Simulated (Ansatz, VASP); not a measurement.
# Two plane-wave programs on MoN2

The input INCAR:

```
  PREC = Accurate
  ENCUT = 520
  EDIFF = 1E-7
  ISMEAR = -1
  SIGMA = 0.05
  LREAL = F
  LASPH = T
  NELM = 80
  ALGO = Normal
  ISIF = 2
  LWAVE = F
  LCHARG = T
  GGA = PE
  LELF = T
  LVHAR = T
  NBANDS = 33
```

KPOINTS

```
regular mesh
0
Gamma
  6 6 10
```

The input POSCAR:

```
MoN2
1.0
    4.3480530000      0.0000000000      0.0000000000
    0.0000000000      4.3480530000      0.0000000000
    0.0000000000      0.0000000000      2.7674600000
Mo N
2 4
Direct
    0.0000000000      0.0000000000      0.0000000000
    0.5000000000      0.5000000000      0.0000000000
    0.6116470000      0.8883530000      0.5000000000
    0.3883530000      0.1116470000      0.5000000000
    0.1116470000      0.6116470000      0.5000000000
    0.8883530000      0.3883530000      0.5000000000
```

input.yaml

```yaml
crystal:
  lattice:
    - [4.348053, 0.0, 0.0]
    - [0.0, 4.348053, 0.0]
    - [0.0, 0.0, 2.76746]
  atoms:
    - { symbol: Mo, position: [0.0, 0.0, 0.0] }
    - { symbol: Mo, position: [0.5, 0.5, 0.0] }
    - { symbol: "N", position: [0.611647, 0.888353, 0.5] }
    - { symbol: "N", position: [0.388353, 0.111647, 0.5] }
    - { symbol: "N", position: [0.111647, 0.611647, 0.5] }
    - { symbol: "N", position: [0.888353, 0.388353, 0.5] }
hamiltonian:
  xc: pbe
  pseudopotentials: { kind: paw }
kpoints:
  mp_grid: { grid: [6, 6, 10] }
  band_path:
    path:
      - [[0.0, 0.0, 0.0], [0.0, 0.5, 0.0], [0.5, 0.5, 0.0], [0.0, 0.0, 0.0], [0.0, 0.0, 0.5], [0.0, 0.5, 0.5], [0.5, 0.5, 0.5], [0.0, 0.0, 0.5]]
      - [[0.0, 0.5, 0.0], [0.0, 0.5, 0.5]]
      - [[0.5, 0.5, 0.0], [0.5, 0.5, 0.5]]
    npoints: 14
scf:
  occupations: { method: fermi_dirac, width: 0.05 }
  n_extra_bands: 15
output:
  forces: true
  stress: true
  eigenvalues: true
  fatbands: false
```

Alike in both runs: functional PBE; k mesh 6 × 6 × 10; occupations fermi-dirac, width 0.05 eV; no spin polarisation.

|  | VASP | Ansatz |
| --- | --- | --- |
| version | VASP 6.6.1 | Ansatz 0.2.0 |
| potentials or method | VASP PAW PBE potentials, release 64 (Mo_sv, N) | Ansatz PAW |
| plane-wave cutoff (eV) | 520 | 420 |
| valence electrons in the cell | 48 | 48 |
| task | single point | band structure |

|  | VASP | Ansatz | Ansatz less VASP |
| --- | --- | --- | --- |
| gap on the k mesh at the Fermi level (eV) | none | none | - |
| pressure (GPa) | -3.3 | -3.8 | -0.51 |
| traceless stress, the component that is largest in VASP (GPa) | -1.08 | -0.87 | +0.215 |
| rms of the force components (eV/Å) | 0.073 | 0.034 | -0.0389 |

Atom by atom the forces differ by 0.039 eV/Å (rms over components). A gap of «none» marks a metal or a gap that the smearing closes. The functional is the same, so the differences come from potentials, cutoffs and numerics.
